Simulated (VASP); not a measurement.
Wanted: the native input for a VASP 6.6.1 run.

```
Task                   : single point
Functional             : PBE
Potentials or basis    : VASP PAW PBE potentials, release 64 (Hf_pv, O)
Cutoff                 : 520 eV
k mesh                 : 6 × 6 × 6
Occupations            : gaussian, width 0.05 eV
Spin                   : no spin polarisation
Dipole correction      : no
Further INCAR settings : ALGO = Normal; EDIFF = 1e-06; NBANDS = 31
```

The structure of HfO2 lies in POSCAR:

```
HfO2
1.0
    3.5580193300      0.0000000000      0.0000000000
    0.0000000000      3.5580193300      0.0000000000
    0.0000000000      0.0000000000      5.1718612100
Hf O
2 4
Direct
    0.3719913632      0.5000000000      0.5504886238
    0.0000000000      0.0000000000      0.0000000000
    0.0000000000      0.5000000000      0.6972078800
    0.5000000000      0.0000000000      0.8027921200
    0.5000000000      0.0000000000      0.3027921200
    0.0000000000      0.5000000000      0.1972078800
```

This cell differs from its parent crystal: atom 1 (Hf) moved +0.525 Å towards its neighbour atom 3 (O) at 2.051 Å.

These files were run (other wordings do the same):

INCAR

```
SYSTEM = HfO2
PREC = Accurate
ENCUT = 520
EDIFF = 1E-6
ISMEAR = 0
SIGMA = 0.05
LREAL = .False.
LASPH = .True.
NELM = 80
ALGO = Normal
ISIF = 2
LWAVE = .False.
LCHARG = .False.
GGA = PE
NBANDS = 31
```

KPOINTS

```
Automatic mesh
0
Gamma
  6 6 6
  0 0 0
```

Potentials or basis: VASP PAW PBE potentials, release 64 (Hf_pv, O).

Command:

```console
$ cat potpaw_PBE.64/Hf_pv/POTCAR potpaw_PBE.64/O/POTCAR > POTCAR
$ mpirun -np 1 vasp_std > vasp.out
```

It gave:

| Property | Result |
| --- | --- |
| Pressure | 40.0 GPa |
| Largest force | 31.040 eV/Å |
| Band gap on the k mesh | 3.27 eV (least direct gap 3.43 eV) |

Caveat: the cell differs from its parent crystal (atom 1 (Hf) moved +0.525 Å towards its neighbour atom 3 (O) at 2.051 Å); the stress differs along the axes, from 4 to 87 GPa; spin-orbit coupling is left out, which moves the levels of the heavy elements; forces of over 1 eV/Å act on the atoms, so gaps and moduli don't describe the material at rest.

Wall time 98 s on 1 thread of Intel(R) Xeon(R) Platinum 8488C (Sapphire Rapids) (shared host), peak memory 0.27 GiB.
